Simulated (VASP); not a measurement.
# BP in VASP: notebook, part 2 of 2

VASP 6.6.1. Earlier steps stand in the parts before.

## Step 3: Relaxation of cell and atoms, PBE

This run uses another cell than the first one, of 10.84 Å³/atom, 0.816 times its volume.

Input file INCAR:

```
PREC = Accurate ; ENCUT = 600
EDIFF = 1E-7 ; ISMEAR = 0
SIGMA = 0.1 ; LREAL = False
LASPH = True ; NELM = 100
ALGO = Normal ; ISIF = 3
LWAVE = False ; LCHARG = False
GGA = PE ; IBRION = 2
NSW = 100 ; EDIFFG = -0.01
```

Input file KPOINTS:

```
regular mesh
0
Gamma
  18 18 22
```

Input file POSCAR:

```
BP
1.0
    2.9162445216      0.0000000000      0.0000000000
    0.0000000000      2.9162445216      0.0000000000
    0.0000000000      0.0000000000      2.5486535736
B P
1 1
Direct
    0.0000000000      0.0000000000      0.5000000000
    0.5000000000      0.5000000000      0.5000000000
```

Potentials or basis: VASP PAW PBE potentials, release 64 (B, P).

Run with:

```console
cat potpaw_PBE.64/B/POTCAR potpaw_PBE.64/P/POTCAR > POTCAR
mpirun -np 1 vasp_std > vasp.out
```

OUTCAR:

```text
PREC = Accurate
   ENCUT = 600
   EDIFF = 1E-7
   ISMEAR = 0
   LREAL = False
   LASPH = True
   NELM = 100
   ISIF = 3
   GGA = PE
   IBRION = 2
   NSW = 100
   EDIFFG = -0.01

 ion  position               nearest neighbor table
   1  0.000  0.000  0.500-   2 2.06   2 2.06   2 2.06   2 2.06
   2  0.500  0.500  0.500-   1 2.06   1 2.06   1 2.06   1 2.06

  LATTYP: Found a simple tetragonal cell.
 ALAT       =     2.9162445216
 C/A-ratio  =     0.8739505740

  Lattice vectors:

 A1 = (   2.9162445216,   0.0000000000,   0.0000000000)
 A2 = (   0.0000000000,   2.9162445216,   0.0000000000)
 A3 = (   0.0000000000,   0.0000000000,   2.5486535736)

Analysis of symmetry for initial positions (statically):
=====================================================================
 Subroutine PRICEL returns:
 Original cell was already a primitive cell.

 Routine SETGRP: Setting up the symmetry group for a
 simple tetragonal supercell.

 Subroutine GETGRP returns: Found 16 space group operations
[... 172 lines left out ...]
  Direction    XX          YY          ZZ          XY          YZ          ZX
  --------------------------------------------------------------------------------------
  -------------------------------------------------------------------------------------
  Total        0.4752863      0.4752863     -1.3365594      0.0000000      0.0000000     -0.0000000
  in kB       35.1323503     35.1323503    -98.7961852      0.0000000      0.0000000     -0.0000000
  external PRESSURE =      -9.5104948 kB  Pullay stress =       0.0000000 kB
[... 203 lines left out ...]
--------------------------------------- Ionic step        7  -------------------------------------------

 number of electron       8.0000000 magnetization

 Free energy of the ion-electron system (eV)
  ---------------------------------------------------
  ext. energy  EPLUGINS =         0.00000000
  ---------------------------------------------------
  free energy    TOTEN  =       -10.64983575 eV

  energy without entropy =      -10.64683238  energy(sigma->0) =      -10.64833406

 E-fermi :   9.1576     XC(G=0): -11.7542

 val. band max:        9.1534844529   @ k =   0.5000   0.2222   0.4091
 cond. band min:       9.1628161398   @ k =   0.0556   0.0556   0.0455
 fundamental gap:      0.0093316869
 Fermi energy:         9.1575508825

 k-point     1 :       0.0000    0.0000    0.0000
  band No.  band energies     occupation
      1      -7.5289      2.00000
      2       5.7878      2.00000
      3       5.7878      2.00000
      4       8.4715      2.00000
      5      12.5248      0.00000
      6      13.5294      0.00000
      7      18.6868      0.00000
      8      19.6861      0.00000
[... 243 lines left out ...]
 k-point    24 :       0.3333    0.1111    0.0000
  band No.  band energies     occupation
      1      -5.8014      2.00000
      2      -0.1452      2.00000
      3       5.8787      2.00000
      4      10.5525      0.00000
      5      13.0758      0.00000
      6      15.1184      0.00000
      7      17.2226      0.00000
      8      18.9231      0.00000

 [... further k-points ...]
[... 5 lines left out ...]
  --------------------------------------------------------------------------------------
  -------------------------------------------------------------------------------------
  Total       -0.0171706     -0.0171706      0.0140154      0.0000000     -0.0000000      0.0000000
  in kB       -1.3198512     -1.3198512      1.0773167      0.0000000     -0.0000000      0.0000000
  external PRESSURE =      -0.5207952 kB  Pullay stress =       0.0000000 kB
[... 17 lines left out ...]
  FREE ENERGIE OF THE ION-ELECTRON SYSTEM (eV)
  ---------------------------------------------------
  free  energy   TOTEN  =       -10.6498357482 eV

  energy  without entropy=      -10.6468323773  energy(sigma->0) =      -10.64833406

 reached required accuracy - stopping structural energy minimisation
```

OSZICAR:

```text
N       E                     dE             d eps       ncg     rms          rms(c)
DAV:   1     0.112435717201E+02    0.11244E+02   -0.43461E+03 10584   0.988E+02
DAV:   2    -0.105842870484E+02   -0.21828E+02   -0.21173E+02 15696   0.111E+02
DAV:   3    -0.108660130428E+02   -0.28173E+00   -0.27598E+00 13280   0.154E+01
DAV:   4    -0.108668348503E+02   -0.82181E-03   -0.82153E-03 16352   0.756E-01
[... 58 lines left out ...]
DAV:   1    -0.106499934271E+02   -0.24898E-03   -0.75951E-03 12320   0.595E-01    0.634E-02
DAV:   2    -0.106498753224E+02    0.11810E-03   -0.32754E-04 14992   0.144E-01    0.302E-02
DAV:   3    -0.106498361233E+02    0.39199E-04   -0.10075E-04 14208   0.637E-02    0.548E-03
DAV:   4    -0.106498357848E+02    0.33850E-06   -0.72201E-06 13128   0.212E-02    0.229E-03
DAV:   5    -0.106498357482E+02    0.36642E-07   -0.18572E-07 11320   0.370E-03
   7 F= -.10649836E+02 E0= -.10648334E+02  d E =-.912933E-04
```

CONTCAR:

```text
BP
   1.00000000000000
     2.9516845477008053   -0.0000000000000000   -0.0000000000000000
     0.0000000000000000    2.9516845477008053   -0.0000000000000000
     0.0000000000000000    0.0000000000000000    2.3923893665307161
  B               P
     1     1
Direct
     0.0000000000000000    0.0000000000000000    0.5000000000000000
     0.5000000000000000    0.5000000000000000    0.5000000000000000

  0.00000000E+00  0.00000000E+00  0.00000000E+00
  0.00000000E+00  0.00000000E+00  0.00000000E+00
```

Wall time 2.9 min (1 thread of Intel Xeon Platinum 8488C (Sapphire Rapids), shared host); peak memory 0.25 GiB.

Results:

```
Free energy                            : -10.6498 eV
Relaxed volume                         : 10.42 Å³/atom
Relaxed cell                           : a = 2.952 Å, b = 2.952 Å, c = 2.392 Å, α = 90.00°, β = 90.00°, γ = 90.00°
Space group after relaxing (to 0.05 Å) : P4/mmm (No. 123)
Energy gained by relaxing              : 23.4 meV/atom
Ionic steps                            : 7
Pressure after relaxing                : -0.1 GPa
Band gap on the k mesh                 : zero (band 4 reaches 11.66 eV, above the bottom of band 5 at 6.08 eV)
```

Step by step:
```
step  energy change (eV)  largest force (eV/Å)  pressure (GPa)  volume (Å³)
   1              0.0000                0.0000           -0.95        21.67
   2             -0.0357                0.0000           -2.81        21.46
   3             -0.0413                0.0000           -3.27        21.35
   4             -0.0419                0.0000           -3.34        21.31
   5             -0.0438                0.0000            2.57        20.49
   6             -0.0467                0.0000           -0.11        20.84
   7             -0.0468                0.0000           -0.05        20.84
```

Final structure:
```xyz
2
Lattice="2.9517 0.0000 0.0000 0.0000 2.9517 0.0000 0.0000 0.0000 2.3924" Properties=species:S:1:pos:R:3 pbc="T T T"
B     0.0000    0.0000    1.1962
P     1.4758    1.4758    1.1962
```

Levels at points of the mesh, in eV from the Fermi level:
| k point | band 1 | band 2 | band 3 | band 4 | band 5 | band 6 | band 7 | band 8 |
| --- | --- | --- | --- | --- | --- | --- | --- | --- |
| (0.00, 0.00, 0.00) | -16.69 | -3.37 | -3.37 | -0.69 | 3.37 | 4.37 | 9.53 | 10.53 |
| (0.50, 0.00, 0.00) | -14.01 | -11.38 | 0.36 | 0.60 | 2.34 | 5.43 | 7.18 | 7.97 |
| (0.50, 0.50, 0.00) | -11.13 | -8.64 | -8.64 | -7.00 | 8.40 | 9.17 | 12.51 | 13.91 |
| (0.00, 0.00, 0.50) | -12.18 | -8.99 | -0.74 | -0.74 | 2.18 | 6.19 | 6.93 | 8.48 |
| (0.50, 0.00, 0.50) | -9.58 | -7.39 | -6.19 | -3.97 | 2.44 | 3.64 | 7.61 | 10.12 |
| (0.50, 0.50, 0.50) | -5.76 | -5.56 | -5.56 | -4.67 | -2.62 | -1.57 | 2.62 | 2.62 |
